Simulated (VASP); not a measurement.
Wanted: the native input for a VASP 6.6.1 run.

```yaml
Task: density of states
Functional: LDA
Potentials_or_basis: VASP PAW LDA potentials, release 64 (Rb_sv, Br)
Cutoff: 520 eV
k_mesh: 12 × 12 × 12
Occupations: fermi-dirac, width 0.08 eV
Spin: no spin polarisation
Dipole_correction: no
k_mesh_for_the_DOS: 18 × 18 × 18
Occupations_for_the_DOS: tetrahedron
Further_INCAR_settings: ALGO = Normal; EDIFF = 1e-06
```

Crystal: RbBr (zincblende type).

```
CELL_PARAMETERS angstrom
0.00000 2.85615 2.85615
2.85615 0.00000 2.85615
2.85615 2.85615 0.00000
ATOMIC_POSITIONS crystal
Rb 0.00000 0.00000 0.00000
Br 0.25000 0.25000 0.25000
```

This cell differs from its parent crystal: volume scaled by 0.45.

One way to write it, as run:

POSCAR

```
RbBr
1.0
    0.0000000000      2.8561509026      2.8561509026
    2.8561509026      0.0000000000      2.8561509026
    2.8561509026      2.8561509026      0.0000000000
Rb Br
1 1
Direct
    0.0000000000      0.0000000000      0.0000000000
    0.2500000000      0.2500000000      0.2500000000
```

INCAR.step1

```
SYSTEM = RbBr
PREC = Accurate ; ENCUT = 520
EDIFF = 1E-6 ; ISMEAR = -1
SIGMA = 0.08 ; LREAL = .False.
LASPH = .True. ; NELM = 100
ALGO = Normal ; ISIF = 2
LWAVE = .False. ; LCHARG = .True.
GGA = CA ; NBANDS = 15
```

KPOINTS.step1

```
regular mesh
0
Gamma
  12 12 12
  0 0 0
```

INCAR.step2

```
SYSTEM = RbBr
PREC = Accurate ; ENCUT = 520
EDIFF = 1E-6 ; ISMEAR = -5
SIGMA = 0.08 ; LREAL = .False.
LASPH = .True. ; NELM = 100
ALGO = Normal ; ISIF = 2
LWAVE = .False. ; LCHARG = .False.
GGA = CA ; LORBIT = 11
NEDOS = 2001 ; ICHARG = 11
```

KPOINTS.step2

```
regular mesh
0
Gamma
  18 18 18
  0 0 0
```

Potentials or basis: VASP PAW LDA potentials, release 64 (Rb_sv, Br).

Run with:

```sh
$ cat potpaw_LDA.64/Rb_sv/POTCAR potpaw_LDA.64/Br/POTCAR > POTCAR
$ cp INCAR.step1 INCAR
$ cp KPOINTS.step1 KPOINTS
$ mpirun -np 1 vasp_std > vasp.out
$ cp INCAR.step2 INCAR
$ cp KPOINTS.step2 KPOINTS
$ mpirun -np 1 vasp_std > vasp.out
```

It gave:

```
Valence electrons inside the program's atomic spheres : Rb 7.60; Br 5.18
```

Run time: 83 s on 1 thread of AMD EPYC 7R13 Processor (Zen 3) (shared host), peak memory 0.21 GiB.
